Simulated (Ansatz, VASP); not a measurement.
**Two plane-wave programs on Sc**

```
CELL_PARAMETERS angstrom
0.00000 2.16937 2.16937
2.16937 0.00000 2.16937
2.16937 2.16937 0.00000
ATOMIC_POSITIONS crystal
Sc 0.00000 0.00000 0.00000
```

Alike in both runs: task relaxation of cell and atoms; functional PBE; k mesh 13 × 13 × 13; occupations fermi-dirac, width 0.03 eV; no spin polarisation.

|  | VASP | Ansatz |
| --- | --- | --- |
| version | VASP 6.6.1 | Ansatz 0.2.0 |
| potentials or method | VASP PAW PBE potentials, release 64 (Sc_sv) | PAW with Ansatz's default frozen-core files, scalar-relativistic |
| plane-wave cutoff (eV) | 600 | 420 |
| valence electrons in the cell | 11 | 11 |

```csv
,VASP,Ansatz,Ansatz less VASP
relaxed volume (Å³/atom),24.66,24.64,-0.011
relaxed cell length with the largest relative difference (Å),3.267,3.266,-0.0005
```

Noted on VASP's run: the volume moved by over 15 % at a fixed basis, so the end points are rough.
